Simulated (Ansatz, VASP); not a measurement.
**BN: VASP beside Ansatz**

The input INCAR:

```
PREC = Accurate
ENCUT = 520
EDIFF = 1E-6
ISMEAR = 0
SIGMA = 0.02
LREAL = F
LASPH = T
NELM = 80
ALGO = Normal
ISIF = 2
LWAVE = F
LCHARG = T
GGA = PE
LELF = T
LVHAR = T
NBANDS = 16
```

KPOINTS

```
Automatic mesh
0
Gamma
  9 9 6
```

The input POSCAR:

```
BN
1.0
    2.7788399352      0.0000000000      0.0000000000
   -1.3894199677      2.4065459770      0.0000000000
    0.0000000000      0.0000000000      4.4459688622
B N
2 2
Direct
    0.3333333333      0.6666666667     -0.0058072009
    0.6666666667      0.3333333333      0.4941927991
    0.3333333333      0.6666666667      0.3808072009
    0.6666666667      0.3333333333      0.8808072009
```

Input for Ansatz:

```yaml
crystal:
  lattice:
    - [2.7788399352, 0.0, 0.0]
    - [-1.3894199677, 2.406545977, 0.0]
    - [0.0, 0.0, 4.4459688622]
  atoms:
    - { symbol: B, position: [0.3333333333, 0.6666666667, -0.0058072009] }
    - { symbol: B, position: [0.6666666667, 0.3333333333, 0.4941927991] }
    - { symbol: "N", position: [0.3333333333, 0.6666666667, 0.3808072009] }
    - { symbol: "N", position: [0.6666666667, 0.3333333333, 0.8808072009] }
basis:
  ecutwfc: 420
kpoints:
  mp_grid: { grid: [9, 9, 6] }
hamiltonian:
  xc: pbe
scf:
  occupations: { method: gaussian, width: 0.02 }
output:
  forces: true
  stress: true
  eigenvalues: true
```

Alike in both runs: task single point; functional PBE; k mesh 9 × 9 × 6; occupations gaussian, width 0.02 eV; no spin polarisation.

|  | VASP | Ansatz |
| --- | --- | --- |
| version | VASP 6.6.1 | Ansatz 0.2.0 |
| potentials or method | VASP PAW PBE potentials, release 64 (B, N), cutoff 520 eV | scalar-relativistic, plane waves, PAW |
| valence electrons in the cell | 16 | 16 |

|  | VASP | Ansatz | Ansatz less VASP |
| --- | --- | --- | --- |
| gap on the k mesh at the Fermi level (eV) | 5.26 | 5.26 | +0.005 |
| least direct gap on the mesh (eV) | 6.02 | 6.02 | -0.006 |
| pressure (GPa) | -53.7 | -53.6 | +0.15 |
| traceless stress, the component that is largest in VASP (GPa) | 15.42 | 15.42 | +0.007 |
| rms of the force components (eV/Å) | 0.469 | 0.468 | -0.0013 |

Atom by atom the forces differ by 0.001 eV/Å (rms over components). Both programs put the cell under strong tension, so it lies far from rest at this level. The functional is the same, so the differences come from potentials, cutoffs and numerics.

Noted on VASP's run: the cell as given lies far from equilibrium.
